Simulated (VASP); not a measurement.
A run of VASP 6.6.1 is set up as follows.

Contents of INCAR:

```
SYSTEM = Mg32O31
PREC = Accurate
ENCUT = 520
EDIFF = 1E-6
ISMEAR = -1
SIGMA = 0.05
LREAL = Auto
LASPH = .TRUE.
NELM = 80
ALGO = Normal
ISIF = 2
LWAVE = .FALSE.
LCHARG = .FALSE.
GGA = PS
NBANDS = 162
ISYM = 0
```

The input KPOINTS:

```
Automatic mesh
0
Gamma
  1 1 1
  0.25 0.25 0.25
```

The input POSCAR:

```
Mg32O31
1.0
    8.4288080000      0.0000000000      0.0000000000
    0.0000000000      8.4288080000      0.0000000000
    0.0000000000      0.0000000000      8.4288080000
O Mg
31 32
Direct
    0.2501400000      0.0001380000      0.0001130000
    0.2501220000      0.0001550000      0.5001500000
    0.2501160000      0.5001030000      0.0001490000
    0.7501070000      0.0001330000      0.0001190000
    0.7501490000      0.0001040000      0.5000970000
    0.7501230000      0.5001140000      0.0000920000
    0.7500950000      0.5001340000      0.5000860000
    0.0001150000      0.2501160000      0.0001340000
    0.9993930000      0.2494420000      0.5001520000
    0.0000670000      0.7501410000      0.0000910000
    0.9994460000      0.7508160000      0.5001490000
    0.5001400000      0.2501070000      0.0001270000
    0.5008410000      0.2493930000      0.5000880000
    0.5001260000      0.7501320000      0.0001360000
    0.5008300000      0.7508540000      0.5000930000
    0.0001010000      0.0001410000      0.2501000000
    0.0001210000      0.0001390000      0.7501900000
    0.9993990000      0.5001340000      0.2493800000
    0.9993690000      0.5001180000      0.7508120000
    0.5001500000      0.0001130000      0.2500850000
    0.5001000000      0.0000830000      0.7501490000
    0.5008090000      0.5000900000      0.2493940000
    0.5007830000      0.5001540000      0.7508140000
    0.2501410000      0.2493660000      0.2493420000
    0.2501300000      0.2494300000      0.7508820000
    0.2501230000      0.7508410000      0.2493990000
    0.2500860000      0.7508310000      0.7508780000
    0.7501470000      0.2500920000      0.2500950000
    0.7501160000      0.2501050000      0.7501430000
    0.7501070000      0.7501430000      0.2500990000
    0.7500940000      0.7501140000      0.7501420000
    0.0000100000      0.0001770000      0.0001290000
    0.9997230000      0.0002350000      0.5001810000
    0.9996630000      0.5001320000      0.0001940000
    0.9984880000      0.5001310000      0.5001450000
    0.5002240000      0.0001540000      0.0001230000
    0.5005250000      0.0001060000      0.5001000000
    0.5005740000      0.5001370000      0.0001210000
    0.5017370000      0.5001610000      0.5001250000
    0.2501190000      0.2496970000      0.0002000000
    0.2501520000      0.2484770000      0.5001220000
    0.2500840000      0.7505900000      0.0001090000
    0.2501520000      0.7518110000      0.5001400000
    0.7501740000      0.2500730000      0.0001890000
    0.7502040000      0.2496930000      0.5001200000
    0.7501170000      0.7502350000      0.0001450000
    0.7500140000      0.7505650000      0.5001790000
    0.2501210000      0.0001860000      0.2496150000
    0.2501070000      0.0000850000      0.7506130000
    0.2501310000      0.5000880000      0.2484590000
    0.2500880000      0.5001920000      0.7518670000
    0.7501290000      0.0001150000      0.2500650000
    0.7501200000      0.0001850000      0.7502170000
    0.7501080000      0.5001650000      0.2497390000
    0.7500220000      0.5001200000      0.7505900000
    0.0001470000      0.2501390000      0.2501740000
    0.0001750000      0.2501820000      0.7501720000
    0.0001410000      0.7501200000      0.2502100000
    0.0000880000      0.7501190000      0.7501490000
    0.5001620000      0.2501420000      0.2501370000
    0.5000850000      0.2501500000      0.7501280000
    0.5000550000      0.7501080000      0.2501250000
    0.5000600000      0.7501400000      0.7501840000
```

Potentials or basis: VASP PAW PBE potentials, release 64 (O, Mg).

Run with:

```sh
$ cat potpaw_PBE.64/O/POTCAR potpaw_PBE.64/Mg/POTCAR > POTCAR
$ mpirun -np 1 vasp_std > vasp.out
```

Task: Predict the pressure.

Result: 0.1 GPa.

Task: What does it give for the largest force?

Result: 0.012 eV/Å.

Task: Predict the band gap on the k mesh.

Result: 3.08 eV.

Forces in eV/Å, atoms in the order of the input:
```
O   -0.004 -0.002  0.000
O   -0.001 -0.002 -0.003
O   -0.002  0.003 -0.002
O    0.001  0.000  0.000
O   -0.003  0.002  0.003
O   -0.003  0.000  0.004
O   -0.001 -0.002  0.003
O   -0.002 -0.001  0.001
O    0.003 -0.001  0.001
O    0.002  0.001  0.004
O   -0.003  0.006  0.002
O    0.001  0.000 -0.001
O    0.003  0.002  0.005
O   -0.001  0.000 -0.002
O   -0.002  0.000  0.005
O    0.001 -0.001  0.001
O   -0.003  0.000 -0.004
O    0.001  0.000  0.004
O    0.003  0.002  0.006
O   -0.002  0.000  0.001
O    0.002  0.002 -0.002
O    0.004  0.005  0.002
O    0.002  0.001  0.003
O    0.000  0.004  0.006
O    0.001  0.001  0.000
O    0.000  0.003  0.001
O    0.003  0.001 -0.001
O   -0.001  0.001  0.001
O   -0.001  0.000 -0.001
O   -0.001 -0.001  0.001
O   -0.002  0.003  0.000
Mg   0.001 -0.004  0.001
Mg  -0.003 -0.011 -0.002
Mg  -0.001  0.002 -0.006
Mg  -0.008  0.003  0.001
Mg   0.000 -0.001  0.001
Mg   0.004  0.004  0.002
Mg  -0.001 -0.002  0.001
Mg   0.007 -0.004  0.000
Mg   0.002 -0.001 -0.008
Mg   0.001 -0.006  0.003
Mg   0.000 -0.001  0.005
Mg  -0.005  0.005 -0.001
Mg  -0.004 -0.002 -0.005
Mg  -0.009  0.000  0.001
Mg   0.001 -0.001 -0.001
Mg   0.011  0.001 -0.003
Mg   0.001 -0.006  0.004
Mg   0.001  0.006 -0.001
Mg   0.000  0.004 -0.006
Mg   0.000 -0.006  0.002
Mg  -0.001 -0.001 -0.001
Mg  -0.001 -0.004  0.000
Mg   0.000 -0.001 -0.005
Mg   0.008  0.000 -0.002
Mg  -0.002  0.000 -0.004
Mg  -0.002 -0.001  0.000
Mg  -0.001  0.003 -0.004
Mg  -0.002  0.000 -0.003
Mg   0.000 -0.002 -0.001
Mg   0.001 -0.003 -0.001
Mg   0.004  0.002 -0.003
Mg   0.005  0.001 -0.002
```

Caveat: the k points lie up to 0.75 Å⁻¹ apart; the PAW data sets were made with another functional, which shifts forces and pressure a little.
